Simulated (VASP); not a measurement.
# FeO (P-6m2) in VASP: a series of runs

Runs on FeO. Level: PBE. Tasks: single point.

Program: VASP 6.6.1. These are calculated values, not measurements. Logs are shortened: lines on timing, memory, paths and dates and some standing lists are left out, and cuts for length are marked.

## (1) The cell of the first run

It takes space group P-6m2 (No. 187, hexagonal). The conventional cell has a = 2.960 Å, b = 2.960 Å, c = 2.889 Å, α = 90.00°, β = 90.00°, γ = 120.00°. Fe (site symmetry -6m2) has 6 O at 2.24 Å and 8 Fe at 2.89 to 2.96 Å within 3.0 Å. Within 3.0 Å of O (site symmetry -6m2) lie 6 Fe at 2.24 Å and 8 O at 2.89 to 2.96 Å.

## (2) Single point, PBE, collinear spin, ferromagnetic start

Contents of INCAR:

```
PREC = Accurate
ENCUT = 600
EDIFF = 1E-6
ISMEAR = -1
SIGMA = 0.05
LREAL = F
LASPH = T
NELM = 200
ALGO = Normal
ISIF = 2
LWAVE = F
LCHARG = F
ISPIN = 2
MAGMOM = 3 0
LORBIT = 11
LMAXMIX = 4
GGA = PE
NBANDS = 22
GGA_COMPAT = F
```

Contents of KPOINTS:

```
regular mesh
0
Gamma
  10 10 9
```

Contents of POSCAR:

```
FeO
1.0
    2.9598396803      0.0000000000      0.0000000000
   -1.4799198350      2.5632963579      0.0000000000
    0.0000000000      0.0000000000      2.8886568793
Fe O
1 1
Direct
    0.0000000000      0.0000000000      0.0000000000
    0.6666666667      0.3333333333      0.5000000000
```

Potentials or basis: VASP PAW PBE potentials, release 64 (Fe_sv, O).

On the command line:

```
$ cat potpaw_PBE.64/Fe_sv/POTCAR potpaw_PBE.64/O/POTCAR > POTCAR
$ mpirun -np 1 vasp_std > vasp.out
```

OUTCAR:

```text
PREC = Accurate
   ENCUT = 600
   EDIFF = 1E-6
   ISMEAR = -1
   LREAL = F
   LASPH = T
   NELM = 200
   ISIF = 2
   ISPIN = 2
   LORBIT = 11
   GGA = PE

 ion  position               nearest neighbor table
   1  0.000  0.000  0.000-   2 2.24   2 2.24   2 2.24   2 2.24   2 2.24   2 2.24
   2  0.667  0.333  0.500-   1 2.24   1 2.24   1 2.24   1 2.24   1 2.24   1 2.24

  LATTYP: Found a hexagonal cell.
 ALAT       =     2.9598396803
 C/A-ratio  =     0.9759504538

  Lattice vectors:

 A1 = (   2.9598396803,   0.0000000000,   0.0000000000)
 A2 = (  -1.4799198350,   2.5632963579,   0.0000000000)
 A3 = (   0.0000000000,   0.0000000000,   2.8886568793)

Analysis of symmetry for initial positions (statically):
=====================================================================
 Subroutine PRICEL returns:
 Original cell was already a primitive cell.

 Routine SETGRP: Setting up the symmetry group for a
 hexagonal supercell.

 Subroutine GETGRP returns: Found 12 space group operations
 (whereof 12 operations were pure point group operations)
 out of a pool of 24 trial point group operations.

The static configuration has the point symmetry D_3h.

Analysis of symmetry for dynamics (positions and initial velocities):
=====================================================================
 Subroutine PRICEL returns:
 Original cell was already a primitive cell.

 Routine SETGRP: Setting up the symmetry group for a
 hexagonal supercell.

 Subroutine GETGRP returns: Found 12 space group operations
 (whereof 12 operations were pure point group operations)
 out of a pool of 24 trial point group operations.

The dynamic configuration has the point symmetry D_3h.

Analysis of structural, dynamic, and magnetic symmetry:
=====================================================================
 Subroutine PRICEL returns:
 Original cell was already a primitive cell.

 Routine SETGRP: Setting up the symmetry group for a
 hexagonal supercell.

 Subroutine GETGRP returns: Found 12 space group operations
 (whereof 12 operations were pure point group operations)
 out of a pool of 24 trial point group operations.

The overall configuration has the point symmetry D_3h.

 Subroutine INISYM returns: Found 12 space group operations
 (whereof 12 operations are pure point group operations),
 and found     1 'primitive' translations

----------------------------------------------------------------------------------------

                                     Primitive cell

  volume of cell :      21.9161

  direct lattice vectors                    reciprocal lattice vectors
     2.959839680  0.000000000  0.000000000     0.337856137  0.195061331  0.000000000
    -1.479919835  2.563296358  0.000000000     0.000000000  0.390122663  0.000000000
     0.000000000  0.000000000  2.888656879     0.000000000  0.000000000  0.346181648

  length of vectors
     2.959839680  2.959839681  2.888656879     0.390122663  0.390122663  0.346181648

  position of ions in fractional coordinates (direct lattice)
     0.000000000  0.000000000  0.000000000
     0.666666667  0.333333333  0.500000000

  ion indices of the primitive-cell ions
   primitive index   ion index
                 1           1
                 2           2

----------------------------------------------------------------------------------------

 KPOINTS: regular mesh

Automatic generation of k-mesh.
 Grid dimensions read from file:
 generate k-points for:   10   10    9

 Generating k-lattice:

  Cartesian coordinates                     Fractional coordinates (reciprocal lattice)
     0.033785614  0.019506133  0.000000000     0.100000000  0.000000000  0.000000000
     0.000000000  0.039012266  0.000000000     0.000000000  0.100000000  0.000000000
     0.000000000  0.000000000  0.038464628     0.000000000  0.000000000  0.111111111

  Length of vectors
     0.039012266  0.039012266  0.038464628

  Shift w.r.t. Gamma in fractional coordinates (k-lattice)
     0.000000000  0.000000000  0.000000000

 Subroutine IBZKPT returns following result:
 ===========================================

 Found     70 irreducible k-points:

 Following reciprocal coordinates:
            Coordinates               Weight
  0.000000  0.000000  0.000000      1.000000
  0.100000  0.000000  0.000000      6.000000
  0.200000  0.000000  0.000000      6.000000
  0.300000  0.000000  0.000000      6.000000
  0.400000  0.000000  0.000000      6.000000
  0.500000  0.000000  0.000000      3.000000
[... 16 lines left out ...]
  0.300000  0.100000  0.111111     24.000000
  0.400000  0.100000  0.111111     24.000000
 [... further k-points ...]
   k-points           NKPTS =     70   k-points in BZ     NKDIM =     70   number of bands    NBANDS=     22
   number of dos      NEDOS =    301   number of ions     NIONS =      2
   total plane-waves  NPLWV =  13824
   dimension x,y,z NGX =    24 NGY =   24 NGZ =   24
   dimension x,y,z NGXF=    48 NGYF=   48 NGZF=   48
   ions per type =               1   1
   NGX,Y,Z   is equivalent  to a cutoff of  13.48, 13.48, 13.81 a.u.
   NGXF,Y,Z  is equivalent  to a cutoff of  26.96, 26.96, 27.62 a.u.
 SYSTEM =  unknown system
   PREC   = accura    normal or accurate (medium, high low for compatibility)
   ISTART =      0    job   : 0-new  1-cont  2-samecut
   ICHARG =      2    charge: 1-file 2-atom 10-const
   ISPIN  =      2    spin polarized calculation?
   LNONCOLLINEAR =      F non collinear calculations
   LSORBIT =      F    spin-orbit coupling
   LASPH  =      T    aspherical Exc in radial PAW
   ENCUT  =  600.0 eV  44.10 Ry    6.64 a.u.   5.91  5.91  5.77*2*pi/ulx,y,z
   NELM   =    200;   NELMIN=  2; NELMDL= -5     # of ELM steps
   EDIFF  = 0.1E-05   stopping-criterion for ELM
   LREAL  =      F    real-space projection
   EDIFFG = 0.1E-04   stopping-criterion for IOM
   NSW    =      0    number of steps for IOM
   IBRION =     -1    ionic relax: 0-MD 1-quasi-New 2-CG
   NFREE  =      0    steps in history (QN), initial steepest desc. (CG)
   ISIF   =      2    stress and relaxation
   ISYM   =      2    0-nonsym 1-usesym 2-fastsym
   POTIM  = 0.5000    time-step for ionic-motion
   TEBEG  =    0.0;   TEEND  =   0.0 temperature during run
   PSTRESS=    0.0 pullay stress
   NELECT =      22.0000    total number of electrons
   NUPDOWN=      -1.0000    fix difference up-down
   EMIN   =  10.00;   EMAX   =-10.00  energy-range for DOS
   EFERMI =   0.00;   METHOD = LEGACY
   ISMEAR =    -1;   SIGMA  =   0.05  broadening in eV -4-tet -1-fermi 0-gaus
   EFERMI_NEDOS =   21; number of points for ismear=-14 and -15
   IALGO  =     38    algorithm
   IMIX   =      4    mixing-type and parameters
     AMIX     =   0.40;   BMIX     =  1.00
     AMIX_MAG =   1.60;   BMIX_MAG =  1.00
  volume/ion in A,a.u.               =      10.96        73.95
  Fermi-wavevector in a.u.,A,eV,Ry     =   1.639185  3.097611 36.557884  2.686929
  Thomas-Fermi vector in A             =   2.730033
   LORBIT       =     11    0 simple, 1 ext, 2 COOP (PROOUT), +10 PAW based schemes
   GGA     = PE    functional components
   LHFCALC =     F    Hartree Fock is set to
   AEXX    =    0.0000 exact exchange contribution
   IVDW    =     0    specifies the selected vdW correction
   LEPSILON=     F    determine dielectric tensor
   LRPA    =     F    only Hartree local field effects (RPA)
 spin polarized calculation
  energy-cutoff  :      600.00
  volume of cell :       21.92
 maximum number of plane-waves:       746
 NGX is ok and might be reduce to    24
   NGX = 11   NGY = 11   NGZ = 11

 number of electron      21.9999981 magnetization       4.0019769

 Free energy of the ion-electron system (eV)
  ---------------------------------------------------
  ext. energy  EPLUGINS =         0.00000000
  ---------------------------------------------------
  free energy    TOTEN  =       -14.95814284 eV

  energy without entropy =      -14.95703521  energy(sigma->0) =      -14.95758903

 E-fermi :   7.8849     XC(G=0): -12.0441

 val. band max:        7.8683808453   @ k =   0.0000   0.0000   0.4444
 cond. band min:       7.9655993688   @ k =   0.1000   0.0000   0.4444
 fundamental gap:      0.0972185235
 Fermi energy:         7.8849275753

 spin component 1

 k-point     1 :       0.0000    0.0000    0.0000
  band No.  band energies     occupation
      1     -81.8212      1.00000
      2     -47.8987      1.00000
      3     -47.7810      1.00000
      4     -47.7810      1.00000
      5     -11.6056      1.00000
      6       3.2774      1.00000
[... 14 lines left out ...]
     21      31.5690      0.00000
     22      35.9829      0.00000

 k-point     2 :       0.1000    0.0000    0.0000
  band No.  band energies     occupation
      1     -81.8207      1.00000
      2     -47.8980      1.00000
      3     -47.7853      1.00000
      4     -47.7819      1.00000
      5     -11.5259      1.00000
      6       2.9799      1.00000
[... 542 lines left out ...]
 k-point    24 :       0.4000    0.1000    0.1111
  band No.  band energies     occupation
      1     -81.8155      1.00000
      2     -47.8983      1.00000
      3     -47.8300      1.00000
      4     -47.7959      1.00000
      5     -10.6482      1.00000
      6       0.9525      1.00000
[... 14 lines left out ...]
     21      33.6233      0.00000
     22      35.4971      0.00000

 [... further k-points ...]

 spin component 2

 k-point     1 :       0.0000    0.0000    0.0000
  band No.  band energies     occupation
      1     -77.6327      1.00000
      2     -43.7381      1.00000
      3     -43.7381      1.00000
      4     -43.7007      1.00000
      5     -11.0351      1.00000
      6       4.8843      1.00000
[... 14 lines left out ...]
     21      32.5715      0.00000
     22      36.2659      0.00000

 k-point     2 :       0.1000    0.0000    0.0000
  band No.  band energies     occupation
      1     -77.6321      1.00000
      2     -43.7437      1.00000
      3     -43.7393      1.00000
      4     -43.6999      1.00000
      5     -10.9525      1.00000
      6       4.3638      1.00000
[... 542 lines left out ...]
 k-point    24 :       0.4000    0.1000    0.1111
  band No.  band energies     occupation
      1     -77.6259      1.00000
      2     -43.7992      1.00000
      3     -43.7566      1.00000
      4     -43.6999      1.00000
      5     -10.0381      1.00000
      6       1.6827      1.00000
[... 14 lines left out ...]
     21      34.1940      0.00000
     22      36.1573      0.00000

 [... further k-points ...]
[... 5 lines left out ...]
  --------------------------------------------------------------------------------------
  -------------------------------------------------------------------------------------
  Total       -2.3953232     -2.3953232     -3.3644038     -0.0000000     -0.0000000      0.0000000
  in kB     -175.1103192   -175.1103197   -245.9550453     -0.0000004     -0.0000000      0.0000000
  external PRESSURE =    -198.7252281 kB  Pullay stress =       0.0000000 kB

 VOLUME and BASIS-vectors are now :
 -----------------------------------------------------------------------------
  energy-cutoff  :      600.00
  volume of cell :       21.92
      direct lattice vectors                 reciprocal lattice vectors
     2.959839680  0.000000000  0.000000000     0.337856137  0.195061331  0.000000000
    -1.479919835  2.563296358  0.000000000     0.000000000  0.390122663  0.000000000
     0.000000000  0.000000000  2.888656879     0.000000000  0.000000000  0.346181648

 POSITION                                       TOTAL-FORCE (eV/Angst)
 -----------------------------------------------------------------------------------
      0.00000      0.00000      0.00000         0.000000      0.000000      0.000000
      1.47992      0.85443      1.44433        -0.000000      0.000000      0.000000
 -----------------------------------------------------------------------------------
    total drift:                               -0.000000      0.000000      0.000000

  FREE ENERGIE OF THE ION-ELECTRON SYSTEM (eV)
  ---------------------------------------------------
  free  energy   TOTEN  =       -14.9581428449 eV

  energy  without entropy=      -14.9570352139  energy(sigma->0) =      -14.95758903

 total charge

# of ion       s       p       d       tot
------------------------------------------
    1        2.100   5.992   5.463  13.555
    2        1.556   3.370   0.000   4.926
--------------------------------------------------
tot          3.657   9.362   5.463  18.482

 magnetization (x)

# of ion       s       p       d       tot
------------------------------------------
    1        0.009   0.007   3.463   3.479
    2        0.026   0.306   0.000   0.332
--------------------------------------------------
tot          0.035   0.313   3.463   3.811
```

It took 1.9 min on 1 thread of AMD EPYC 7R43 (Zen 3), shared host; peak memory 0.15 GiB.

What came out:

| Quantity | Value |
| --- | --- |
| Free energy | -14.9581 eV |
| Pressure | -19.9 GPa |
| Band gap on the k mesh | zero (filled and empty bands overlap) |
| Net moment | 4.00 μB per cell |
| Site moments | Fe +3.48; O +0.33 μB |
| Valence electrons inside the program's atomic spheres | Fe 13.55; O 4.93 |

Stress tensor (GPa, compression positive):
```
-17.51   0.00   0.00
  0.00 -17.51   0.00
  0.00   0.00 -24.60
```

Levels at points of the mesh, in eV from the Fermi level:
Spin up:
| k point | band 11 | band 12 | band 13 | band 14 | band 15 | band 16 |
| --- | --- | --- | --- | --- | --- | --- |
| (0.00, 0.00, 0.00) | -2.88 | -1.15 | -1.15 | -0.11 | 13.52 | 15.03 |
| (0.50, 0.00, 0.00) | -2.22 | -2.21 | -0.75 | 4.67 | 7.48 | 13.67 |
Spin down:
```tsv
k point	band 5	band 6	band 7	band 8	band 9	band 10	band 11	band 12	band 13	band 14
(0.00, 0.00, 0.00)	-18.92	-3.00	-3.00	-2.81	-1.70	0.80	1.21	1.21	1.29	1.29
(0.50, 0.00, 0.00)	-17.96	-6.49	-3.34	-2.88	-1.25	1.00	1.03	1.26	2.16	5.26
```

Caveat: a cell with one magnetic atom can't hold antiferromagnetic order, which such compounds often take; semilocal functionals often make such compounds metallic where correlation or magnetic order opens a gap, which also shifts bond lengths.

## (3) Single point, PBE, collinear spin, ferromagnetic start

This run uses another cell than the first one, of 10.34 Å³/atom, 0.943 times its volume.

Contents of INCAR:

```
SYSTEM = FeO
PREC = Accurate ; ENCUT = 600
EDIFF = 1E-6 ; ISMEAR = -1
SIGMA = 0.05 ; LREAL = .FALSE.
LASPH = .TRUE. ; NELM = 200
ALGO = Normal ; ISIF = 2
LWAVE = .FALSE. ; LCHARG = .FALSE.
ISPIN = 2 ; MAGMOM = 3 0
LORBIT = 11 ; LMAXMIX = 4
GGA = PE ; NBANDS = 22
GGA_COMPAT = .FALSE.
```

Contents of KPOINTS:

```
Automatic mesh
0
G
  10 10 9
  0 0 0
```

Contents of POSCAR:

```
FeO
1.0
    2.9029055100      0.0000000000      0.0000000000
   -1.4514527500      2.5139899200      0.0000000000
    0.0000000000      0.0000000000      2.8330919500
Fe O
1 1
Direct
    0.0000000000      0.0000000000      0.0000000000
    0.6666666667      0.3333333333      0.5000000000
```

Potentials or basis: VASP PAW PBE potentials, release 64 (Fe_sv, O).

On the command line:

```
$ cat potpaw_PBE.64/Fe_sv/POTCAR potpaw_PBE.64/O/POTCAR > POTCAR
$ mpirun -np 1 vasp_std > vasp.out
```

Wall time 44 s (1 thread of AMD EPYC 9R45 (Zen 5), shared host); peak memory 0.16 GiB.

The run converged. Its results:

```yaml
Free_energy: -15.0711 eV
Pressure: -12.6 GPa
Band_gap_on_the_k_mesh: zero (filled and empty bands overlap)
Net_moment: 4.00 μB per cell
Site_moments: Fe +3.47; O +0.34 μB
Valence_electrons_inside_the_program's_atomic_spheres: Fe 13.57; O 4.96
```

Stress tensor (GPa, compression positive):
```
-10.94   0.00   0.00
  0.00 -10.94   0.00
  0.00   0.00 -16.01
```

Levels at points of the mesh, in eV from the Fermi level:
Spin up:
```
           k point  band 9  band 10  band 11  band 12  band 13  band 14  band 15  band 16  band 17  band 18
(0.00, 0.00, 0.00)   -3.56    -2.80    -2.80    -1.08    -1.08     0.20    13.84    15.54    15.54    17.34
(0.50, 0.00, 0.00)   -3.84    -2.94    -2.13    -2.11    -0.63     4.98     8.03    14.05    16.01    16.48
```
Spin down:
```csv
k point,band 6,band 7,band 8,band 9,band 10,band 11,band 12,band 13
"(0.00, 0.00, 0.00)",-3.20,-3.20,-2.97,-1.82,1.10,1.29,1.29,1.40
"(0.50, 0.00, 0.00)",-6.89,-3.57,-3.06,-1.38,1.09,1.12,1.37,2.32
```

Caveat: a cell with one magnetic atom can't hold antiferromagnetic order, which such compounds often take; semilocal functionals often make such compounds metallic where correlation or magnetic order opens a gap, which also shifts bond lengths. With open d or f shells a metallic result of PBE can be an artefact of self-interaction; +U or a hybrid may open a gap.
